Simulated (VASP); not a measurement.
Crystal: SrAl2O2.

```
Sr Al O
1.0
     4.89184    0.00000    0.00000
     0.00000    4.89184    0.00000
     0.00000    0.00000    3.75934
Sr Al O
1 2 2
Direct
  0.00000 0.00000 0.00000
  0.00000 0.50000 0.50000
  0.50000 0.00000 0.50000
  0.00000 0.00000 0.50000
  0.50000 0.50000 0.00000
```

The cell was built from a structure type or drawn by symmetry, and may not be a known phase.

| Item | Value |
| --- | --- |
| Program | VASP 6.6.1 |
| Task | relaxation of cell and atoms |
| Functional | PBE |
| Potentials or basis | VASP PAW PBE potentials, release 64 (Sr_sv, Al, O) |
| Cutoff | 600 eV |
| k mesh | 4 × 4 × 4 |
| Occupations | gaussian, width 0.1 eV |
| Spin | no spin polarisation |

At the start: pressure 22.1 GPa; volume 17.99 Å³/atom.

**Question.** How do energy, volume and symmetry change on relaxing?

**Answer.** Over 12 steps the energy falls by 1246.0 meV/atom and the volume is 17.03 Å³/atom (-5.4 %); space group P4/mmm (No. 123, to 0.1 Å) before and after.

Step by step:
```
step  energy change (eV)  largest force (eV/Å)  pressure (GPa)  volume (Å³)
   1              0.0000                0.0000           22.08        89.96
   2             -4.1121                0.0000           -8.89       122.33
   3             -4.2623                0.0000           -5.85       114.85
   4             -5.0170                0.0000           -4.97       103.81
   5             -5.6680                0.0000           15.91        72.56
   6             -5.8923                0.0000            0.06        87.72
   7             -6.0338                0.0000            3.36        82.52
   8             -6.0391                0.0000            6.08        79.67
   9             -6.0915                0.0000            4.33        80.88
  10             -6.1628                0.0000            4.77        80.46
  11             -6.2144                0.0000           -2.05        87.57
  12             -6.2301                0.0000            0.00        85.14
```

Final structure:
```cif
data_structure
_symmetry_space_group_name_H-M 'P 1'
_symmetry_Int_Tables_number 1
_cell_length_a 3.9427
_cell_length_b 3.9427
_cell_length_c 5.4772
_cell_angle_alpha 90.000
_cell_angle_beta 90.000
_cell_angle_gamma 90.000
_cell_volume 85.14
loop_
_atom_site_label
_atom_site_type_symbol
_atom_site_fract_x
_atom_site_fract_y
_atom_site_fract_z
_atom_site_occupancy
Sr1 Sr 0.00000 0.00000 0.00000 1
Al1 Al 0.00000 0.50000 0.50000 1
Al2 Al 0.50000 0.00000 0.50000 1
O1 O 0.00000 0.00000 0.50000 1
O2 O 0.50000 0.50000 0.00000 1
```

Caveat: the k points lie up to 0.40 Å⁻¹ apart in the final cell, too coarse for converged energies and pressures of a metal; a cell axis changed by over 15 % at a fixed basis, so the end point is rough.
